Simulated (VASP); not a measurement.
# Cu (Fd-3m) in VASP: a series of runs

Cu is run at these levels: PBE; tasks: single point.

Everything below comes from runs of VASP 6.6.1. Logs are shortened: lines on timing, memory, paths and dates and some standing lists are left out, and cuts for length are marked.

## 1. The cell of the first run

The structure is cubic, space group Fd-3m (No. 227). The conventional cell has a = 5.424 Å, b = 5.424 Å, c = 5.424 Å, α = 90.00°, β = 90.00°, γ = 90.00°. Cu (site symmetry -43m) has 4 Cu at 2.35 Å within 3.1 Å.

This isn't the form of Cu at room conditions, which is fcc.

## 2. Single point, PBE

Contents of INCAR:

```
ALGO = Normal
EDIFF = 1E-6
ENCUT = 520
GGA = PE
ISIF = 2
ISMEAR = -1
LASPH = T
LCHARG = T
LELF = T
LREAL = F
LVHAR = T
LWAVE = F
NBANDS = 18
NELM = 60
PREC = Accurate
SIGMA = 0.06122561905347299
```

Contents of KPOINTS:

```
k-points
0
Gamma
  18 18 18
```

Contents of POSCAR:

```
Cu
1.0
    0.0000000000      2.7119631931      2.7119631931
    2.7119631931      0.0000000000      2.7119631931
    2.7119631931      2.7119631931      0.0000000000
Cu
2
Direct
    0.0000000000      0.0000000000      0.0000000000
    0.2500000000      0.2500000000      0.2500000000
```

Potentials or basis: VASP PAW PBE potentials, release 64 (Cu).

Command:

```bash
> cat potpaw_PBE.64/Cu/POTCAR > POTCAR
> mpirun -np 1 vasp_std > vasp.out
```

OUTCAR:

```text
EDIFF = 1E-6
   ENCUT = 520
   GGA = PE
   ISIF = 2
   ISMEAR = -1
   LASPH = T
   LREAL = F
   NELM = 60
   PREC = Accurate

 ion  position               nearest neighbor table
   1  0.000  0.000  0.000-   2 2.35   2 2.35   2 2.35   2 2.35
   2  0.250  0.250  0.250-   1 2.35   1 2.35   1 2.35   1 2.35

  LATTYP: Found a face centered cubic cell.
 ALAT       =     5.4239263862

  Lattice vectors:

 A1 = (   0.0000000000,   2.7119631931,   2.7119631931)
 A2 = (   2.7119631931,   0.0000000000,   2.7119631931)
 A3 = (   2.7119631931,   2.7119631931,   0.0000000000)

Analysis of symmetry for initial positions (statically):
=====================================================================
 Subroutine PRICEL returns:
 Original cell was already a primitive cell.

 Routine SETGRP: Setting up the symmetry group for a
 face centered cubic supercell.

 Subroutine GETGRP returns: Found 48 space group operations
 (whereof 24 operations were pure point group operations)
 out of a pool of 48 trial point group operations.

The static configuration has the point symmetry T_d .
 The point group associated with its full space group is O_h .

Analysis of symmetry for dynamics (positions and initial velocities):
=====================================================================
 Subroutine PRICEL returns:
 Original cell was already a primitive cell.

 Routine SETGRP: Setting up the symmetry group for a
 face centered cubic supercell.

 Subroutine GETGRP returns: Found 48 space group operations
 (whereof 24 operations were pure point group operations)
 out of a pool of 48 trial point group operations.

The dynamic configuration has the point symmetry T_d .
 The point group associated with its full space group is O_h .

 Subroutine INISYM returns: Found 48 space group operations
 (whereof 24 operations are pure point group operations),
 and found     1 'primitive' translations

----------------------------------------------------------------------------------------

                                     Primitive cell

  volume of cell :      39.8916

  direct lattice vectors                    reciprocal lattice vectors
     0.000000000  2.711963193  2.711963193    -0.184368284  0.184368284  0.184368284
     2.711963193  0.000000000  2.711963193     0.184368284 -0.184368284  0.184368284
     2.711963193  2.711963193  0.000000000     0.184368284  0.184368284 -0.184368284

  length of vectors
     3.835295128  3.835295128  3.835295128     0.319335235  0.319335235  0.319335235

  position of ions in fractional coordinates (direct lattice)
     0.000000000  0.000000000  0.000000000
     0.250000000  0.250000000  0.250000000

  ion indices of the primitive-cell ions
   primitive index   ion index
                 1           1
                 2           2

----------------------------------------------------------------------------------------

 KPOINTS: k-points

Automatic generation of k-mesh.
 Grid dimensions read from file:
 generate k-points for:   18   18   18

 Generating k-lattice:

  Cartesian coordinates                     Fractional coordinates (reciprocal lattice)
    -0.010242682  0.010242682  0.010242682     0.055555556  0.000000000  0.000000000
     0.010242682 -0.010242682  0.010242682     0.000000000  0.055555556  0.000000000
     0.010242682  0.010242682 -0.010242682     0.000000000  0.000000000  0.055555556

  Length of vectors
     0.017740846  0.017740846  0.017740846

  Shift w.r.t. Gamma in fractional coordinates (k-lattice)
     0.000000000  0.000000000  0.000000000

 Subroutine IBZKPT returns following result:
 ===========================================

 Found    195 irreducible k-points:

 Following reciprocal coordinates:
            Coordinates               Weight
  0.000000  0.000000  0.000000      1.000000
  0.055556  0.000000  0.000000      8.000000
  0.111111  0.000000  0.000000      8.000000
  0.166667  0.000000  0.000000      8.000000
  0.222222  0.000000  0.000000      8.000000
  0.277778  0.000000  0.000000      8.000000
[... 16 lines left out ...]
 -0.277778  0.055556  0.000000     24.000000
 -0.222222  0.055556  0.000000     24.000000
 [... further k-points ...]
   k-points           NKPTS =    195   k-points in BZ     NKDIM =    195   number of bands    NBANDS=     18
   number of dos      NEDOS =    301   number of ions     NIONS =      2
   total plane-waves  NPLWV =  27000
   dimension x,y,z NGX =    30 NGY =   30 NGZ =   30
   dimension x,y,z NGXF=    60 NGYF=   60 NGZF=   60
   ions per type =               2
   NGX,Y,Z   is equivalent  to a cutoff of  13.00, 13.00, 13.00 a.u.
   NGXF,Y,Z  is equivalent  to a cutoff of  26.01, 26.01, 26.01 a.u.
 SYSTEM =  unknown system
   PREC   = accura    normal or accurate (medium, high low for compatibility)
   ISTART =      0    job   : 0-new  1-cont  2-samecut
   ICHARG =      2    charge: 1-file 2-atom 10-const
   ISPIN  =      1    spin polarized calculation?
   LNONCOLLINEAR =      F non collinear calculations
   LSORBIT =      F    spin-orbit coupling
   LASPH  =      T    aspherical Exc in radial PAW
   ENCUT  =  520.0 eV  38.22 Ry    6.18 a.u.   7.13  7.13  7.13*2*pi/ulx,y,z
   NELM   =     60;   NELMIN=  2; NELMDL= -5     # of ELM steps
   EDIFF  = 0.1E-05   stopping-criterion for ELM
   LREAL  =      F    real-space projection
   EDIFFG = 0.1E-04   stopping-criterion for IOM
   NSW    =      0    number of steps for IOM
   IBRION =     -1    ionic relax: 0-MD 1-quasi-New 2-CG
   NFREE  =      0    steps in history (QN), initial steepest desc. (CG)
   ISIF   =      2    stress and relaxation
   ISYM   =      2    0-nonsym 1-usesym 2-fastsym
   POTIM  = 0.5000    time-step for ionic-motion
   TEBEG  =    0.0;   TEEND  =   0.0 temperature during run
   PSTRESS=    0.0 pullay stress
   NELECT =      22.0000    total number of electrons
   NUPDOWN=      -1.0000    fix difference up-down
   EMIN   =  10.00;   EMAX   =-10.00  energy-range for DOS
   EFERMI =   0.00;   METHOD = LEGACY
   ISMEAR =    -1;   SIGMA  =   0.06  broadening in eV -4-tet -1-fermi 0-gaus
   EFERMI_NEDOS =   21; number of points for ismear=-14 and -15
   IALGO  =     38    algorithm
   IMIX   =      4    mixing-type and parameters
     AMIX     =   0.40;   BMIX     =  1.00
     AMIX_MAG =   1.60;   BMIX_MAG =  1.00
  volume/ion in A,a.u.               =      19.95       134.60
  Fermi-wavevector in a.u.,A,eV,Ry     =   1.342524  2.537002 24.522728  1.802370
  Thomas-Fermi vector in A             =   2.470671
   LORBIT       =      0    0 simple, 1 ext, 2 COOP (PROOUT), +10 PAW based schemes
   GGA     = PE    functional components
[... 5 lines left out ...]
 non-spin polarized calculation
  energy-cutoff  :      520.00
  volume of cell :       39.89
 maximum number of plane-waves:      1090
 NGX is ok and might be reduce to    30
   NGX = 15   NGY = 15   NGZ = 15

 number of electron      22.0000002 magnetization

 Free energy of the ion-electron system (eV)
  ---------------------------------------------------
  ext. energy  EPLUGINS =         0.00000000
  ---------------------------------------------------
  free energy    TOTEN  =        -5.39937578 eV

  energy without entropy =       -5.38890640  energy(sigma->0) =       -5.39414109

 E-fermi :   2.4616     XC(G=0):  -9.6706

 val. band max:        2.4387526459   @ k =  -0.3889   0.2778   0.0556
 cond. band min:       2.4643423874   @ k =  -0.3333   0.3889   0.0556
 fundamental gap:      0.0255897415
 Fermi energy:         2.4616067800

 k-point     1 :       0.0000    0.0000    0.0000
  band No.  band energies     occupation
      1      -3.5760      2.00000
      2      -0.3493      2.00000
      3      -0.3493      2.00000
      4      -0.3493      2.00000
      5      -0.3246      2.00000
      6      -0.3246      2.00000
[... 10 lines left out ...]
     17      12.8733      0.00000
     18      14.8545      0.00000

 k-point     2 :       0.0556    0.0000    0.0000
  band No.  band energies     occupation
      1      -3.5291      2.00000
      2      -0.3875      2.00000
      3      -0.3875      2.00000
      4      -0.3485      2.00000
      5      -0.2788      2.00000
      6      -0.2788      2.00000
[... 10 lines left out ...]
     17      13.2612      0.00000
     18      15.0552      0.00000

 k-point     3 :       0.1111    0.0000    0.0000
  band No.  band energies     occupation
      1      -3.3894      2.00000
      2      -0.4244      2.00000
      3      -0.4244      2.00000
      4      -0.3455      2.00000
      5      -0.2212      2.00000
      6      -0.2212      2.00000
[... 10 lines left out ...]
     17      13.6935      0.00000
     18      15.4151      0.00000

 k-point     4 :       0.1667    0.0000    0.0000
  band No.  band energies     occupation
      1      -3.1603      2.00000
      2      -0.4476      2.00000
      3      -0.4476      2.00000
      4      -0.3391      2.00000
      5      -0.1700      2.00000
      6      -0.1700      2.00000
[... 375 lines left out ...]
      4      -0.2968      2.00000
      5      -0.1785      2.00000
      6      -0.0929      2.00000
[... 10 lines left out ...]
     17      13.6165      0.00000
     18      15.1632      0.00000

 k-point    23 :      -0.2778    0.0556    0.0000
  band No.  band energies     occupation
      1      -2.2943      2.00000
      2      -0.4852      2.00000
      3      -0.4045      2.00000
      4      -0.3116      2.00000
      5      -0.1582      2.00000
      6      -0.0764      2.00000
[... 10 lines left out ...]
     17      13.7891      0.00000
     18      15.4212      0.00000

 k-point    24 :      -0.2222    0.0556    0.0000
  band No.  band energies     occupation
      1      -2.6897      2.00000
      2      -0.4958      2.00000
      3      -0.4157      2.00000
      4      -0.3254      2.00000
      5      -0.1579      2.00000
      6      -0.0847      2.00000
[... 10 lines left out ...]
     17      14.1980      0.00000
     18      15.4552      0.00000

 [... further k-points ...]

------------------------ aborting loop because EDIFF is reached ----------------------------------------

  FORCE on cell =-STRESS in cart. coord.  units (eV):
  Direction    XX          YY          ZZ          XY          YZ          ZX
  --------------------------------------------------------------------------------------
  -------------------------------------------------------------------------------------
  Total       -0.4971145     -0.4971145     -0.4971145      0.0000000      0.0000000     -0.0000000
  in kB      -19.9657503    -19.9657503    -19.9657503      0.0000000      0.0000000     -0.0000000
  external PRESSURE =     -19.9657503 kB  Pullay stress =       0.0000000 kB

 VOLUME and BASIS-vectors are now :
 -----------------------------------------------------------------------------
  energy-cutoff  :      520.00
  volume of cell :       39.89
      direct lattice vectors                 reciprocal lattice vectors
     0.000000000  2.711963193  2.711963193    -0.184368284  0.184368284  0.184368284
     2.711963193  0.000000000  2.711963193     0.184368284 -0.184368284  0.184368284
     2.711963193  2.711963193  0.000000000     0.184368284  0.184368284 -0.184368284

 POSITION                                       TOTAL-FORCE (eV/Angst)
 -----------------------------------------------------------------------------------
      0.00000      0.00000      0.00000         0.000000      0.000000      0.000000
      1.35598      1.35598      1.35598        -0.000000     -0.000000     -0.000000
 -----------------------------------------------------------------------------------
    total drift:                                0.000000     -0.000000      0.000000

  FREE ENERGIE OF THE ION-ELECTRON SYSTEM (eV)
  ---------------------------------------------------
  free  energy   TOTEN  =        -5.3993757840 eV

  energy  without entropy=       -5.3889064020  energy(sigma->0) =       -5.39414109
```

Run time: 2.7 min. Hardware: 1 thread of Intel Xeon 8259CL, shared host; peak memory 0.25 GiB.

Results:

* Free energy: -5.3994 eV
* Pressure: -2.0 GPa
* Band gap on the k mesh: zero (bands 11 and 12 overlap by 0.94 eV)

[end of part 1 of 2]
